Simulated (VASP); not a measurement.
Runs of VASP 6.6.1 on BN (Qingsongite). The structure is that of space group F-43m (No. 216), or close to it. The cells are those of the table. 

```csv
cell,gap on the mesh (eV),pressure (GPa)
"a = 2.531, b = 2.531, c = 2.556 Å, angles 59.7, 59.7, 60.7°, 2 atoms",3.93,5.3
"a = 2.569, b = 2.569, c = 2.556 Å, angles 60.2, 60.2, 59.7°, 2 atoms",(c),-6.3
"a = 2.556 Å, angles 60.0°, 2 atoms",(b),-2.6
"a = 2.582, b = 2.582, c = 2.556 Å, angles 60.3, 60.3, 59.3°, 2 atoms",4.08,-9.9
"a = 2.543, b = 2.543, c = 2.556 Å, angles 59.8, 59.8, 60.3°, 2 atoms",(a),1.2
```

Alike in all rows: task single point; level PBEsol; potentials or basis VASP PAW PBE potentials, release 64 (B, N); no spin polarisation; k mesh 10 × 10 × 10; cutoff (eV) 600; smearing fermi-dirac 0.02 eV.

Task: Fill in the values left out.

Result: (a) 4.11; (b) 4.28; (c) 4.18.

Caveats: the PAW data sets were made with another functional, which shifts forces and pressure a little.

A k mesh can miss the band edges.
